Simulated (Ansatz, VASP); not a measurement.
BiSb3O2: VASP beside Ansatz

```
CELL_PARAMETERS angstrom
7.16233 0.00000 0.00000
-3.58116 6.20276 0.00000
0.00000 0.00000 3.30748
ATOMIC_POSITIONS crystal
Sb 0.00000 0.50000 0.91191
Sb 0.50000 0.00000 0.91191
Sb 0.50000 0.50000 0.91191
Bi 0.00000 0.00000 0.95941
O 0.66667 0.33333 0.73742
O 0.33333 0.66667 0.73742
```

Change from the starting cell: species swapped into the NaSn2Pd3 type (P6mm, No. 183).

Alike in both runs: functional PBE; k mesh 3 × 3 × 4; occupations gaussian, width 0.1 eV; no spin polarisation.

Ansatz relaxed the structure, and its values are those at the end. VASP's run is a single point on that final structure, the one shown.

|  | VASP | Ansatz |
| --- | --- | --- |
| version | VASP 6.6.1 | Ansatz 0.2.0 |
| potentials or method | VASP PAW PBE potentials, release 64 (Sb, Bi_d, O), cutoff 520 eV | scalar-relativistic, plane waves, PAW |
| valence electrons in the cell | 42 | 72 |

|  | VASP | Ansatz | Ansatz less VASP |
| --- | --- | --- | --- |
| gap on the k mesh at the Fermi level (eV) | none | none | - |
| pressure (GPa) | -0.2 | 0.1 | +0.33 |
| rms of the force components (eV/Å) | 0.012 | 0.003 | -0.0087 |

A gap of «none» marks a metal or a gap that the smearing closes. With one functional, cell and mesh, what is left measures potentials, basis and numerics. VASP's potentials hold 42 valence electrons a cell and Ansatz's 72, so a difference there can come from the potentials and not from the codes.

The k mesh is coarse, so the values compare programs but aren't converged. Neither program's run includes spin-orbit coupling.
